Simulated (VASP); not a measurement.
# AlN (P6_3mc) in VASP: further runs, part 2 of 2

VASP 6.6.1.

## Step 3: Single point, LDA

Input file INCAR:

```
SYSTEM = AlN
PREC     = Accurate       ! precision mode
ENCUT    = 520            ! plane-wave cutoff, eV
EDIFF    = 1E-7           ! SCF threshold, eV
ISMEAR   = 1              ! smearing method
SIGMA    = 0.05           ! smearing width, eV
LREAL    = .False.        ! projectors in reciprocal space
LASPH    = .True.         ! aspherical terms in the spheres
NELM     = 60             ! most SCF steps
ALGO     = Normal         ! electronic algorithm
ISIF     = 2              ! what is computed and relaxed
LWAVE    = .False.        ! write WAVECAR
LCHARG   = .True.         ! write CHGCAR
GGA      = CA             ! functional
LELF     = .True.         ! ELF
LVHAR    = .True.       
NBANDS   = 16             ! bands
```

Input file KPOINTS:

```
regular mesh
0
Gamma
  8 8 5
  0 0 0
```

Input file POSCAR:

```
AlN
1.0
    3.1130000000      0.0000000000      0.0000000000
   -1.5565000000      2.6959370820      0.0000000000
    0.0000000000      0.0000000000      4.9810000000
Al N
2 2
Direct
    0.6666666667      0.3333333333      0.5000000000
    0.3333333333      0.6666666667      0.0000000000
    0.6666666667      0.3333333333      0.8800000000
    0.3333333333      0.6666666667      0.3800000000
```

Potentials or basis: VASP PAW LDA potentials, release 64 (Al, N).

The run is started by

```
> cat potpaw_LDA.64/Al/POTCAR potpaw_LDA.64/N/POTCAR > POTCAR
> mpirun -np 1 vasp_std > vasp.out
```

OUTCAR:

```text
SYSTEM = AlN
   PREC = Accurate
   ENCUT = 520
   EDIFF = 1E-7
   ISMEAR = 1
   LREAL = .False.
   LASPH = .True.
   NELM = 60
   ISIF = 2
   GGA = CA

 ion  position               nearest neighbor table
   1  0.667  0.333  0.500-   3 1.89   4 1.89   4 1.89   4 1.89   2 3.07   2 3.07   2 3.07   2 3.07
                             2 3.07   2 3.07
   2  0.333  0.667  0.000-   4 1.89   3 1.89   3 1.89   3 1.89   1 3.07   1 3.07   1 3.07   1 3.07
                             1 3.07   1 3.07
   3  0.667  0.333  0.880-   1 1.89   2 1.89   2 1.89   2 1.89
   4  0.333  0.667  0.380-   2 1.89   1 1.89   1 1.89   1 1.89

  LATTYP: Found a hexagonal cell.
 ALAT       =     3.1130000000
 C/A-ratio  =     1.6000642467

  Lattice vectors:

 A1 = (   3.1130000000,   0.0000000000,   0.0000000000)
 A2 = (  -1.5565000000,   2.6959370820,   0.0000000000)
 A3 = (   0.0000000000,   0.0000000000,   4.9810000000)

Analysis of symmetry for initial positions (statically):
=====================================================================
 Subroutine PRICEL returns:
 Original cell was already a primitive cell.

[... 180 lines left out ...]
 fundamental gap:      4.2457434272
 Fermi energy:         5.8986627217

 k-point     1 :       0.0000    0.0000    0.0000
  band No.  band energies     occupation
      1      -9.1424      2.00000
      2      -6.9200      2.00000
      3      -0.1699      2.00000
      4       5.0218      2.00000
      5       5.0218      2.00000
      6       5.6786      2.00000
[... 433 lines left out ...]
      3       0.5996      2.00000
      4       1.0081      2.00000
      5       3.8270      2.00000
      6       4.3292      2.00000
[... 8 lines left out ...]
     15      18.2939      0.00000
     16      19.4674      0.00000

 [... further k-points ...]

------------------------ aborting loop because EDIFF is reached ----------------------------------------

  FORCE on cell =-STRESS in cart. coord.  units (eV):
  Direction    XX          YY          ZZ          XY          YZ          ZX
  --------------------------------------------------------------------------------------
  -------------------------------------------------------------------------------------
  Total       -1.2154515     -1.2154515     -0.7697601      0.0000000      0.0000000     -0.0000000
  in kB      -46.5846475    -46.5846475    -29.5026184      0.0000000      0.0000000     -0.0000000
  external PRESSURE =     -40.8906378 kB  Pullay stress =       0.0000000 kB

 VOLUME and BASIS-vectors are now :
 -----------------------------------------------------------------------------
  energy-cutoff  :      520.00
  volume of cell :       41.80
      direct lattice vectors                 reciprocal lattice vectors
     3.113000000  0.000000000  0.000000000     0.321233537  0.185464269  0.000000000
    -1.556500000  2.695937082  0.000000000     0.000000000  0.370928538  0.000000000
     0.000000000  0.000000000  4.981000000     0.000000000  0.000000000  0.200762899

 POSITION                                       TOTAL-FORCE (eV/Angst)
 -----------------------------------------------------------------------------------
      1.55650      0.89865      2.49050         0.000000     -0.000000     -0.119389
     -0.00000      1.79729      0.00000        -0.000000      0.000000     -0.119389
      1.55650      0.89865      4.38328        -0.000000      0.000000      0.119389
     -0.00000      1.79729      1.89278         0.000000     -0.000000      0.119389
 -----------------------------------------------------------------------------------
    total drift:                               -0.000000      0.000000      0.000422

  FREE ENERGIE OF THE ION-ELECTRON SYSTEM (eV)
  ---------------------------------------------------
  free  energy   TOTEN  =       -32.8296540304 eV

  energy  without entropy=      -32.8296652463  energy(sigma->0) =      -32.82965777
```

OSZICAR:

```text
N       E                     dE             d eps       ncg     rms          rms(c)
DAV:   1     0.357056094519E+02    0.35706E+02   -0.71732E+03   960   0.884E+02
DAV:   2    -0.348428737890E+02   -0.70548E+02   -0.65934E+02  1344   0.180E+02
DAV:   3    -0.378598384376E+02   -0.30170E+01   -0.30107E+01  1192   0.374E+01
DAV:   4    -0.378749233517E+02   -0.15085E-01   -0.15084E-01  1200   0.318E+00
DAV:   5    -0.378750764124E+02   -0.15306E-03   -0.15306E-03  1208   0.310E-01    0.122E+01
DAV:   6    -0.329435289189E+02    0.49315E+01   -0.11438E+01  1000   0.239E+01    0.432E+00
DAV:   7    -0.328911358091E+02    0.52393E-01   -0.49679E-01  1160   0.465E+00    0.281E+00
DAV:   8    -0.328322969412E+02    0.58839E-01   -0.70732E-02  1040   0.223E+00    0.349E-01
DAV:   9    -0.328295488798E+02    0.27481E-02   -0.56813E-03  1200   0.539E-01    0.223E-01
DAV:  10    -0.328297051839E+02   -0.15630E-03   -0.60002E-04  1064   0.153E-01    0.116E-01
DAV:  11    -0.328296545400E+02    0.50644E-04   -0.88544E-05  1144   0.694E-02    0.205E-02
DAV:  12    -0.328296541450E+02    0.39494E-06   -0.15076E-06  1192   0.931E-03    0.553E-03
DAV:  13    -0.328296540164E+02    0.12861E-06   -0.70111E-07  1176   0.610E-03    0.898E-04
DAV:  14    -0.328296540304E+02   -0.14000E-07   -0.10718E-08   552   0.855E-04
   1 F= -.32829654E+02 E0= -.32829658E+02  d E =0.112158E-04
```

Run time: 15 s. Hardware: 1 thread of Intel Xeon Platinum 8375C at 2.90GHz (Ice Lake), shared host; peak memory 0.14 GiB.

Results:

* Free energy: -32.8297 eV
* Pressure: -4.1 GPa
* Largest force: 0.119 eV/Å
* Band gap on the k mesh: 4.25 eV, direct

Forces in eV/Å, atoms in the order of the input:
```
Al   0.000  0.000 -0.119
Al   0.000  0.000 -0.119
N    0.000  0.000  0.119
N    0.000  0.000  0.119
```

Levels at points of the mesh, in eV from the valence-band top:
| k point | band 6 | band 7 | band 8 | band 9 | band 10 | band 11 |
| --- | --- | --- | --- | --- | --- | --- |
| (0.00, 0.00, 0.00) | -0.18 | -0.18 | 0.00 | 4.25 | 6.55 | 10.48 |
| (0.50, 0.00, 0.00) | -2.08 | -1.80 | -0.66 | 5.67 | 5.69 | 8.10 |

## Step 4: Single point, LDA

Input file INCAR:

```
PREC = Accurate ; ENCUT = 520
EDIFF = 1E-7 ; ISMEAR = 1
SIGMA = 0.05 ; LREAL = False
LASPH = True ; NELM = 100
ALGO = Normal ; ISIF = 2
LWAVE = False ; LCHARG = False
GGA = CA ; NBANDS = 16
```

Input file KPOINTS:

```
Automatic mesh
0
Gamma
  8 8 5
```

POSCAR is that of step 3.

Potentials or basis: VASP PAW LDA potentials, release 64 (Al, N).

The run is started by

```
> cat potpaw_LDA.64/Al/POTCAR potpaw_LDA.64/N/POTCAR > POTCAR
> mpirun -np 1 vasp_std > vasp.out
```

OUTCAR:

```text
PREC = Accurate
   ENCUT = 520
   EDIFF = 1E-7
   ISMEAR = 1
   LREAL = False
   LASPH = True
   NELM = 100
   ISIF = 2
   GGA = CA

 ion  position               nearest neighbor table
   1  0.667  0.333  0.500-   3 1.89   4 1.89   4 1.89   4 1.89   2 3.07   2 3.07   2 3.07   2 3.07
                             2 3.07   2 3.07
   2  0.333  0.667  0.000-   4 1.89   3 1.89   3 1.89   3 1.89   1 3.07   1 3.07   1 3.07   1 3.07
                             1 3.07   1 3.07
   3  0.667  0.333  0.880-   1 1.89   2 1.89   2 1.89   2 1.89
[... 662 lines left out ...]
  --------------------------------------------------------------------------------------
  -------------------------------------------------------------------------------------
  Total       -1.2154515     -1.2154515     -0.7697601      0.0000000      0.0000000     -0.0000000
  in kB      -46.5846475    -46.5846475    -29.5026184      0.0000000      0.0000000     -0.0000000
  external PRESSURE =     -40.8906378 kB  Pullay stress =       0.0000000 kB

 VOLUME and BASIS-vectors are now :
 -----------------------------------------------------------------------------
  energy-cutoff  :      520.00
  volume of cell :       41.80
      direct lattice vectors                 reciprocal lattice vectors
     3.113000000  0.000000000  0.000000000     0.321233537  0.185464269  0.000000000
    -1.556500000  2.695937082  0.000000000     0.000000000  0.370928538  0.000000000
     0.000000000  0.000000000  4.981000000     0.000000000  0.000000000  0.200762899

 POSITION                                       TOTAL-FORCE (eV/Angst)
 -----------------------------------------------------------------------------------
      1.55650      0.89865      2.49050         0.000000     -0.000000     -0.119389
     -0.00000      1.79729      0.00000        -0.000000      0.000000     -0.119389
      1.55650      0.89865      4.38328        -0.000000      0.000000      0.119389
     -0.00000      1.79729      1.89278         0.000000     -0.000000      0.119389
 -----------------------------------------------------------------------------------
    total drift:                               -0.000000      0.000000      0.000422

  FREE ENERGIE OF THE ION-ELECTRON SYSTEM (eV)
  ---------------------------------------------------
  free  energy   TOTEN  =       -32.8296540304 eV

  energy  without entropy=      -32.8296652463  energy(sigma->0) =      -32.82965777
```

stdout:

```text
POSCAR found type information on POSCAR AlN
 POSCAR found :  2 types and       4 ions
 scaLAPACK will be used
 LDA part: xc-table for (Slater(with rela. corr.)+CA(PZ))
 , standard interpolation
 POSCAR, INCAR and KPOINTS ok, starting setup
 FFT: planning ... GRIDC
 FFT: planning ... GRID_SOFT
 FFT: planning ... GRID
 WAVECAR not read
 entering main loop
```

Run time: 15 s. Hardware: 1 thread of Intel Xeon Platinum 8375C at 2.90GHz (Ice Lake), shared host; peak memory 0.14 GiB.

What came out:

| Quantity | Value |
| --- | --- |
| Free energy | -32.8297 eV |
| Pressure | -4.1 GPa |
| Largest force | 0.119 eV/Å |
| Band gap on the k mesh | 4.25 eV, direct |

Forces in eV/Å, atoms in the order of the input:
```
Al   0.000  0.000 -0.119
Al   0.000  0.000 -0.119
N    0.000  0.000  0.119
N    0.000  0.000  0.119
```

Stress tensor (GPa, compression positive):
```
-4.66  0.00  0.00
 0.00 -4.66  0.00
 0.00  0.00 -2.95
```

Levels at points of the mesh, in eV from the valence-band top:
| k point | band 5 | band 6 | band 7 | band 8 | band 9 | band 10 | band 11 | band 12 |
| --- | --- | --- | --- | --- | --- | --- | --- | --- |
| (0.00, 0.00, 0.00) | -0.84 | -0.18 | -0.18 | 0.00 | 4.25 | 6.55 | 10.48 | 10.96 |
| (0.50, 0.00, 0.00) | -3.36 | -2.08 | -1.80 | -0.66 | 5.67 | 5.69 | 8.10 | 10.16 |

As with any semilocal functional, this LDA gap is likely too small.
